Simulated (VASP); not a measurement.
Input of a VASP 6.6.1 run:

Contents of POSCAR:

```
Zr
1.0
    3.2441632253      0.0000000000      0.0000000000
   -1.6220816126      2.8095277671      0.0000000000
    0.0000000000      0.0000000000      5.1597221357
Zr
2
Direct
    0.3333333333      0.6666666667      0.2500000000
    0.6666666667      0.3333333333      0.7500000000
```

File INCAR.step1:

```
PREC = Accurate
ENCUT = 600
ISMEAR = -1
SIGMA = 0.1
LREAL = False
LASPH = True
NELM = 60
GGA = PE
ALGO = Normal
EDIFF = 1E-4
LWAVE = True
LCHARG = False
```

Contents of INCAR.step2:

```
PREC = Accurate
ENCUT = 600
EDIFF = 1E-6
ISMEAR = -1
SIGMA = 0.1
LREAL = False
LASPH = True
NELM = 60
ALGO = Normal
ISIF = 3
LWAVE = False
LCHARG = False
METAGGA = R2SCAN
LMIXTAU = True
IBRION = 2
NSW = 100
EDIFFG = -0.002
PSTRESS = 20.0
ISTART = 1
```

Contents of KPOINTS:

```
Automatic mesh
0
Gamma
  18 18 10
```

Potentials or basis: VASP PAW PBE potentials, release 64 (Zr_sv).

Command:

```sh
$ cat potpaw_PBE.64/Zr_sv/POTCAR > POTCAR
$ cp INCAR.step1 INCAR
$ mpirun -np 1 vasp_std > vasp.out
$ cp INCAR.step2 INCAR
$ mpirun -np 1 vasp_std > vasp.out
```

(1) Predict the relaxed cell.

(2) What does it give for the space group after relaxing (to 0.1 Å)?

(3) Predict the band gap on the k mesh.

(4) What does it give for the relaxed volume?

## Answers

(1) a = 3.222 Å, b = 3.222 Å, c = 5.126 Å, α = 90.00°, β = 90.00°, γ = 120.00°.

(2) P6_3/mmc (No. 194).

(3) zero (bands 12 and 13 overlap by 1.30 eV).

(4) 23.04 Å³/atom.

Caveat: the cell is relaxed towards a set pressure, so the run minimises the enthalpy, not the energy; the PAW data sets were made with another functional, which shifts forces and pressure a little.
